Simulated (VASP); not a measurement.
# Ti3Pb2O2: single point with PBE

The system is Ti3Pb2O2.

```
Ti Pb O
1.0
     3.55256    0.00000    0.00000
     0.00000    3.55256    0.00000
     0.00000    0.00000    9.94100
Ti Pb O
3 2 2
Cartesian
  0.0000 1.7763 0.0000
  1.7763 0.0000 0.0000
  1.7763 1.7763 4.9705
  0.0000 0.0000 3.2718
  0.0000 0.0000 6.6692
  1.7763 1.7763 1.1693
  1.7763 1.7763 8.7717
```

The cell was generated, and may not be a known phase.

| Item | Value |
| --- | --- |
| Program | VASP 6.6.1 |
| Task | single point |
| Functional | PBE |
| Potentials or basis | VASP PAW PBE potentials, release 64 (Ti_sv, Pb_d, O) |
| Cutoff | 520 eV |
| k mesh | 4 × 4 × 2 |
| Occupations | gaussian, width 0.2 eV |
| Spin | collinear spin |
| Starting moments | [1.0, 1.0, 1.0, 0.0, 0.0, 0.0, 0.0] μB |

| Item | Value |
| --- | --- |
| Pressure | 0.3 GPa |
| Largest force | 0.066 eV/Å |
| Band gap on the k mesh | zero (filled and empty bands overlap) |
| Net moment | 0.01 μB per cell |
| Valence electrons inside the program's atomic spheres | Ti 10.39, 10.12 (each value once); Pb 12.02; O 4.99 |

Forces on the atoms (eV/Å):
```
Ti   0.000  0.000  0.000
Ti   0.000  0.000  0.000
Ti   0.000  0.000  0.000
Pb   0.000  0.000  0.066
Pb   0.000  0.000 -0.066
O    0.000  0.000  0.025
O    0.000  0.000 -0.025
```

Stress tensor (GPa, compression positive):
```
0.20 0.00 0.00
0.00 0.20 0.00
0.00 0.00 0.51
```

Levels at points of the mesh, in eV from the Fermi level:
Spin up:
```csv
k point,band 33,band 34,band 35,band 36,band 37,band 38,band 39,band 40,band 41,band 42
"(0.00, 0.00, 0.00)",-2.42,-2.30,-1.98,-0.65,0.18,0.18,0.42,0.85,1.13,1.69
"(0.50, 0.00, 0.00)",-3.54,-1.70,-1.30,-0.33,-0.13,0.02,0.23,0.48,0.79,1.01
"(0.50, 0.50, 0.00)",-2.11,-2.11,-2.05,-2.05,-1.70,-1.35,-0.54,-0.54,0.47,1.42
"(0.00, 0.00, 0.50)",-3.52,-1.98,-1.44,-0.65,0.19,0.19,0.25,0.72,1.13,1.72
"(0.50, 0.00, 0.50)",-2.43,-1.90,-1.40,-0.54,-0.07,0.01,0.18,0.47,0.79,1.03
"(0.50, 0.50, 0.50)",-2.38,-2.25,-2.25,-1.87,-1.87,-0.58,-0.58,-0.05,0.48,1.04
```
Spin down:
| k point | band 34 | band 35 | band 36 | band 37 | band 38 | band 39 | band 40 | band 41 |
| --- | --- | --- | --- | --- | --- | --- | --- | --- |
| (0.00, 0.00, 0.00) | -2.30 | -1.98 | -0.65 | 0.19 | 0.19 | 0.43 | 0.85 | 1.14 |
| (0.50, 0.00, 0.00) | -1.69 | -1.30 | -0.32 | -0.12 | 0.02 | 0.23 | 0.48 | 0.79 |
| (0.50, 0.50, 0.00) | -2.11 | -2.04 | -2.04 | -1.70 | -1.35 | -0.54 | -0.54 | 0.48 |
| (0.00, 0.00, 0.50) | -1.98 | -1.43 | -0.65 | 0.19 | 0.19 | 0.25 | 0.73 | 1.14 |
| (0.50, 0.00, 0.50) | -1.90 | -1.40 | -0.54 | -0.06 | 0.02 | 0.18 | 0.47 | 0.79 |
| (0.50, 0.50, 0.50) | -2.24 | -2.24 | -1.87 | -1.87 | -0.58 | -0.58 | -0.05 | 0.49 |

Wall time 5.1 min on 1 thread of Oxide Virtual Turin-like Processor, with other jobs on the host, peak memory 0.31 GiB.

Caveat: the k points lie up to 0.44 Å⁻¹ apart, too coarse for converged energies and pressures of a metal; spin-orbit coupling is left out, which moves the levels of the heavy elements.
